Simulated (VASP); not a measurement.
# W4C in VASP: a series of runs

The runs below take W4C through single point, with PBE.

All numbers are computed with VASP 6.6.1; they aren't measurements. Logs are shortened: lines on timing, memory, paths and dates and some standing lists are left out, and cuts for length are marked.

## (1) The cell of the first run

The cell holds a slab with vacuum, 5 atoms: a = 3.184 Å, b = 3.184 Å, c = 20.143 Å, α = 90.00°, β = 90.00°, γ = 90.00°.

## (2) Single point, PBE

Contents of INCAR:

```
PREC     = Accurate       # precision mode
ENCUT    = 520            # plane-wave cutoff, eV
EDIFF    = 1E-6           # SCF threshold, eV
ISMEAR   = 0              # smearing method
SIGMA    = 0.1            # smearing width, eV
LREAL    = F              # projectors in reciprocal space
LASPH    = T              # aspherical terms in the spheres
NELM     = 100            # most SCF steps
ALGO     = Normal         # electronic algorithm
ISIF     = 2              # what is computed and relaxed
LWAVE    = F              # write WAVECAR
LCHARG   = T              # write CHGCAR
LDIPOL   = T            
IDIPOL   = 3            
DIPOL    = 0.5 0.5 0.356
GGA      = PE             # functional
LELF     = T              # ELF
LVHAR    = T            
LVACPOTAV= T            
NBANDS   = 38             # bands
```

Contents of KPOINTS:

```
regular mesh
0
Gamma
  8 8 1
```

Contents of POSCAR:

```
W4C
1.0
    3.1836991688      0.0000000000      0.0000000000
    0.0000000000      3.1836991688      0.0000000000
    0.0000000000      0.0000000000     20.1425775749
W C
4 1
Direct
    0.5000000000      0.5000000000      0.1985843165
    0.0000000000      0.0000000000      0.2776134069
    0.5000000000      0.5000000000      0.3599451800
    0.0000000000      0.0000000000      0.4290700901
    0.0000000000      0.2500000000      0.5125432088
```

Potentials or basis: VASP PAW PBE potentials, release 64 (W_sv, C).

Started as:

```
$ cat potpaw_PBE.64/W_sv/POTCAR potpaw_PBE.64/C/POTCAR > POTCAR
$ mpirun -np 1 vasp_std > vasp.out
```

OUTCAR:

```text
PREC = Accurate
   ENCUT = 520
   EDIFF = 1E-6
   ISMEAR = 0
   LREAL = F
   LASPH = T
   NELM = 100
   ISIF = 2
   GGA = PE

 ion  position               nearest neighbor table
   1  0.500  0.500  0.199-   2 2.76   2 2.76   2 2.76   2 2.76   3 3.25
   2  0.000  0.000  0.278-   1 2.76   1 2.76   1 2.76   1 2.76   3 2.80   3 2.80   3 2.80   3 2.80
                             4 3.05
   3  0.500  0.500  0.360-   4 2.65   4 2.65   4 2.65   4 2.65   2 2.80   2 2.80   2 2.80   2 2.80
                             1 3.25
   4  0.000  0.000  0.429-   5 1.86   3 2.65   3 2.65   3 2.65   3 2.65   2 3.05
   5  0.000  0.250  0.513-   4 1.86

  LATTYP: Found a simple tetragonal cell.
 ALAT       =     3.1836991688
 C/A-ratio  =     6.3267841925

  Lattice vectors:

 A1 = (   3.1836991688,   0.0000000000,   0.0000000000)
 A2 = (   0.0000000000,   3.1836991688,   0.0000000000)
 A3 = (   0.0000000000,   0.0000000000,  20.1425775749)

Analysis of symmetry for initial positions (statically):
=====================================================================
 Subroutine PRICEL returns:
 Original cell was already a primitive cell.

 Routine SETGRP: Setting up the symmetry group for a
 simple tetragonal supercell.

 Subroutine GETGRP returns: Found  2 space group operations
 (whereof  2 operations were pure point group operations)
 out of a pool of 16 trial point group operations.

The static configuration has the point symmetry C_1h.

Analysis of symmetry for dynamics (positions and initial velocities):
=====================================================================
 Subroutine PRICEL returns:
 Original cell was already a primitive cell.

 Routine SETGRP: Setting up the symmetry group for a
 simple tetragonal supercell.

 Subroutine GETGRP returns: Found  2 space group operations
 (whereof  2 operations were pure point group operations)
 out of a pool of 16 trial point group operations.

The dynamic configuration has the point symmetry C_1h.

 Subroutine INISYM returns: Found  2 space group operations
 (whereof  2 operations are pure point group operations),
 and found     1 'primitive' translations

----------------------------------------------------------------------------------------

                                     Primitive cell

  volume of cell :     204.1640

  direct lattice vectors                    reciprocal lattice vectors
     3.183699169  0.000000000  0.000000000     0.314100029  0.000000000  0.000000000
     0.000000000  3.183699169  0.000000000     0.000000000  0.314100029  0.000000000
     0.000000000  0.000000000 20.142577575     0.000000000  0.000000000  0.049646079

  length of vectors
     3.183699169  3.183699169 20.142577575     0.314100029  0.314100029  0.049646079

  position of ions in fractional coordinates (direct lattice)
     0.500000000  0.500000000  0.198584317
     0.000000000  0.000000000  0.277613407
     0.500000000  0.500000000  0.359945180
     0.000000000  0.000000000  0.429070090
     0.000000000  0.250000000  0.512543209

  ion indices of the primitive-cell ions
   primitive index   ion index
                 1           1
                 2           2
                 3           3
                 4           4
                 5           5

----------------------------------------------------------------------------------------

 KPOINTS: regular mesh

Automatic generation of k-mesh.
 Grid dimensions read from file:
 generate k-points for:    8    8    1

 Generating k-lattice:

  Cartesian coordinates                     Fractional coordinates (reciprocal lattice)
     0.039262504  0.000000000  0.000000000     0.125000000  0.000000000  0.000000000
     0.000000000  0.039262504  0.000000000     0.000000000  0.125000000  0.000000000
     0.000000000  0.000000000  0.049646079     0.000000000  0.000000000  1.000000000

  Length of vectors
     0.039262504  0.039262504  0.049646079

  Shift w.r.t. Gamma in fractional coordinates (k-lattice)
     0.000000000  0.000000000  0.000000000

 Subroutine IBZKPT returns following result:
 ===========================================

 Found     25 irreducible k-points:

 Following reciprocal coordinates:
            Coordinates               Weight
  0.000000  0.000000  0.000000      1.000000
  0.125000  0.000000  0.000000      2.000000
  0.000000  0.125000  0.000000      2.000000
  0.250000  0.000000  0.000000      2.000000
  0.000000  0.250000  0.000000      2.000000
  0.375000  0.000000  0.000000      2.000000
[... 16 lines left out ...]
  0.500000  0.375000  0.000000      2.000000
 -0.375000  0.500000  0.000000      2.000000
   k-points           NKPTS =     25   k-points in BZ     NKDIM =     25   number of bands    NBANDS=     38
   number of dos      NEDOS =    301   number of ions     NIONS =      5
   total plane-waves  NPLWV =  86400
   dimension x,y,z NGX =    24 NGY =   24 NGZ =  150
   dimension x,y,z NGXF=    48 NGYF=   48 NGZF=  300
   ions per type =               4   1
   NGX,Y,Z   is equivalent  to a cutoff of  12.53, 12.53, 12.38 a.u.
   NGXF,Y,Z  is equivalent  to a cutoff of  25.06, 25.06, 24.76 a.u.
 SYSTEM =  unknown system
   PREC   = accura    normal or accurate (medium, high low for compatibility)
   ISTART =      0    job   : 0-new  1-cont  2-samecut
   ICHARG =      2    charge: 1-file 2-atom 10-const
   ISPIN  =      1    spin polarized calculation?
   LNONCOLLINEAR =      F non collinear calculations
   LSORBIT =      F    spin-orbit coupling
   LASPH  =      T    aspherical Exc in radial PAW
   ENCUT  =  520.0 eV  38.22 Ry    6.18 a.u.   5.92  5.92 37.45*2*pi/ulx,y,z
   NELM   =    100;   NELMIN=  2; NELMDL= -5     # of ELM steps
   EDIFF  = 0.1E-05   stopping-criterion for ELM
   LREAL  =      F    real-space projection
   EDIFFG = 0.1E-04   stopping-criterion for IOM
   NSW    =      0    number of steps for IOM
   IBRION =     -1    ionic relax: 0-MD 1-quasi-New 2-CG
   NFREE  =      0    steps in history (QN), initial steepest desc. (CG)
   ISIF   =      2    stress and relaxation
   ISYM   =      2    0-nonsym 1-usesym 2-fastsym
   POTIM  = 0.5000    time-step for ionic-motion
   TEBEG  =    0.0;   TEEND  =   0.0 temperature during run
   PSTRESS=    0.0 pullay stress
   NELECT =      60.0000    total number of electrons
   NUPDOWN=      -1.0000    fix difference up-down
   EMIN   =  10.00;   EMAX   =-10.00  energy-range for DOS
   EFERMI =   0.00;   METHOD = LEGACY
   ISMEAR =     0;   SIGMA  =   0.10  broadening in eV -4-tet -1-fermi 0-gaus
   EFERMI_NEDOS =   21; number of points for ismear=-14 and -15
   IALGO  =     38    algorithm
   IMIX   =      4    mixing-type and parameters
     AMIX     =   0.40;   BMIX     =  1.00
     AMIX_MAG =   1.60;   BMIX_MAG =  1.00
  volume/ion in A,a.u.               =      40.83       275.55
  Fermi-wavevector in a.u.,A,eV,Ry     =   1.088426  2.056827 16.118428  1.184671
  Thomas-Fermi vector in A             =   2.224607
   LORBIT       =      0    0 simple, 1 ext, 2 COOP (PROOUT), +10 PAW based schemes
   GGA     = PE    functional components
   LHFCALC =     F    Hartree Fock is set to
   AEXX    =    0.0000 exact exchange contribution
   IVDW    =     0    specifies the selected vdW correction
   LEPSILON=     F    determine dielectric tensor
   LRPA    =     F    only Hartree local field effects (RPA)
 non-spin polarized calculation
 Gauss-broadening in eV      SIGMA  =   0.10
  energy-cutoff  :      520.00
  volume of cell :      204.16
 maximum number of plane-waves:      5576
   NGX = 11   NGY = 11   NGZ = 75

 dipolmoment           0.000000      0.000000     -0.040361 electrons x Angstroem

 number of electron      59.9999991 magnetization

 dipolmoment           0.000000      0.000000      0.148795 electrons x Angstroem

 Free energy of the ion-electron system (eV)
  ---------------------------------------------------
  ext. energy  EPLUGINS =         0.00000000
  ---------------------------------------------------
  free energy    TOTEN  =       -52.58682281 eV

  energy without entropy =      -52.55547867  energy(sigma->0) =      -52.57115074

 E-fermi :   0.1826     XC(G=0):  -5.8927

 val. band max:        0.1796227494   @ k =   0.0000   0.1250   0.0000
 cond. band min:       0.2033968653   @ k =  -0.2500   0.5000   0.0000
 fundamental gap:      0.0237741159
 Fermi energy:         0.1825874250

 k-point     1 :       0.0000    0.0000    0.0000
  band No.  band energies     occupation
      1     -73.7562      2.00000
      2     -73.6716      2.00000
      3     -73.6044      2.00000
      4     -73.0632      2.00000
      5     -38.2084      2.00000
      6     -38.1057      2.00000
[... 30 lines left out ...]
     37       2.9095      0.00000
     38       3.1252      0.00000

 k-point     2 :       0.1250    0.0000    0.0000
  band No.  band energies     occupation
      1     -73.7500      2.00000
      2     -73.6699      2.00000
      3     -73.6069      2.00000
      4     -73.0641      2.00000
      5     -38.2436      2.00000
      6     -38.1660      2.00000
[... 30 lines left out ...]
     37       2.7350      0.00000
     38       2.8849      0.00000

 k-point     3 :       0.0000    0.1250    0.0000
  band No.  band energies     occupation
      1     -73.7500      2.00000
      2     -73.6699      2.00000
      3     -73.6069      2.00000
      4     -73.0641      2.00000
      5     -38.2436      2.00000
      6     -38.1663      2.00000
[... 30 lines left out ...]
     37       2.4665      0.00000
     38       2.9117      0.00000

 k-point     4 :       0.2500    0.0000    0.0000
  band No.  band energies     occupation
      1     -73.7332      2.00000
      2     -73.6669      2.00000
      3     -73.6134      2.00000
      4     -73.0664      2.00000
      5     -38.3332      2.00000
      6     -38.2728      2.00000
[... 30 lines left out ...]
     37       2.8297      0.00000
     38       2.9579      0.00000
[... 703 lines left out ...]
      4     -73.0635      2.00000
      5     -38.3963      2.00000
      6     -38.3451      2.00000
[... 30 lines left out ...]
     37       3.2980      0.00000
     38       3.6196      0.00000

 k-point    23 :       0.5000    0.3750    0.0000
  band No.  band energies     occupation
      1     -73.6910      2.00000
      2     -73.6666      2.00000
      3     -73.6161      2.00000
      4     -73.0626      2.00000
      5     -38.4228      2.00000
      6     -38.3923      2.00000
[... 30 lines left out ...]
     37       3.7051      0.00000
     38       3.9605      0.00000

 k-point    24 :      -0.3750    0.5000    0.0000
  band No.  band energies     occupation
      1     -73.6910      2.00000
      2     -73.6666      2.00000
      3     -73.6162      2.00000
      4     -73.0626      2.00000
      5     -38.4137      2.00000
      6     -38.3984      2.00000
[... 30 lines left out ...]
     37       3.5413      0.00000
     38       3.7360      0.00000

 [... further k-points ...]

------------------------ aborting loop because EDIFF is reached ----------------------------------------

  FORCE on cell =-STRESS in cart. coord.  units (eV):
  Direction    XX          YY          ZZ          XY          YZ          ZX
  --------------------------------------------------------------------------------------
  -------------------------------------------------------------------------------------
  Total       -2.9626137     -5.0530894     -0.4273699      0.0000000      1.9575951      0.0000000
  in kB      -23.2491202    -39.6541337     -3.3537867      0.0000000     15.3622336      0.0000000
  external PRESSURE =     -22.0856802 kB  Pullay stress =       0.0000000 kB

 VOLUME and BASIS-vectors are now :
 -----------------------------------------------------------------------------
  energy-cutoff  :      520.00
  volume of cell :      204.16
      direct lattice vectors                 reciprocal lattice vectors
     3.183699169  0.000000000  0.000000000     0.314100029  0.000000000  0.000000000
     0.000000000  3.183699169  0.000000000     0.000000000  0.314100029  0.000000000
     0.000000000  0.000000000 20.142577575     0.000000000  0.000000000  0.049646079

 POSITION                                       TOTAL-FORCE (eV/Angst)
 -----------------------------------------------------------------------------------
      1.59185      1.59185      4.00000         0.000000     -0.054925      2.169841
      0.00000      0.00000      5.59185         0.000000      0.169125     -2.353204
      1.59185      1.59185      7.25022         0.000000     -0.113490     -1.686079
      0.00000      0.00000      8.64258         0.000000     -1.226288      1.774152
      0.00000      0.79592     10.32394         0.000000      1.225577      0.095290
 -----------------------------------------------------------------------------------
    total drift:                                0.000000     -0.000059     -0.000243

  FREE ENERGIE OF THE ION-ELECTRON SYSTEM (eV)
  ---------------------------------------------------
  free  energy   TOTEN  =       -52.5868228079 eV

  energy  without entropy=      -52.5554786692  energy(sigma->0) =      -52.57115074

 vacuum level on the upper side and lower side of the slab         6.936         4.279
```

Wall time 8.4 min (1 thread of Intel Xeon 8259CL, shared host); peak memory 0.37 GiB.

What came out:

```yaml
Free_energy: -52.5868 eV
Largest_force: 2.359 eV/Å
Band_gap_on_the_k_mesh: zero (bands 30 and 31 overlap by 0.49 eV)
```

Forces in eV/Å, atoms in the order of the input:
```
W    0.000 -0.055  2.170
W    0.000  0.169 -2.353
W    0.000 -0.113 -1.686
W    0.000 -1.226  1.774
C    0.000  1.226  0.095
```

Caveat: spin-orbit coupling is left out, which moves the levels of the heavy elements.

(Part 1 of 2 ends here.)

The gap in the log of VASP goes by the Fermi energy; the results here count the filled bands.